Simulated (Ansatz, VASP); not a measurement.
**Two plane-wave programs on Ba**

```xyz
1
Lattice="0.0000 3.2231 3.2231 3.2231 0.0000 3.2231 3.2231 3.2231 0.0000" Properties=species:S:1:pos:R:3 pbc="T T T"
Ba    0.0000    0.0000    0.0000
```

Alike in both runs: task single point; functional r2SCAN; k mesh 10 × 10 × 10; occupations fermi-dirac, width 0.1 eV; no spin polarisation.

|  | VASP | Ansatz |
| --- | --- | --- |
| version | VASP 6.6.1 | Ansatz 0.2.0 |
| potentials or method | VASP PAW PBE potentials, release 64 (Ba_sv), cutoff 520 eV | plane waves (500 eV) with PAW, scalar-relativistic |
| valence electrons in the cell | 10 | 10 |

VASP gave:

| Item | Value |
| --- | --- |
| pressure (GPa) | 0.1 |

**Question.** Which values does Ansatz return?

**Answer.** Pressure (GPa): 0.0.

VASP's potentials were made for PBE, not for r2SCAN.

Neither program's run includes spin-orbit coupling.
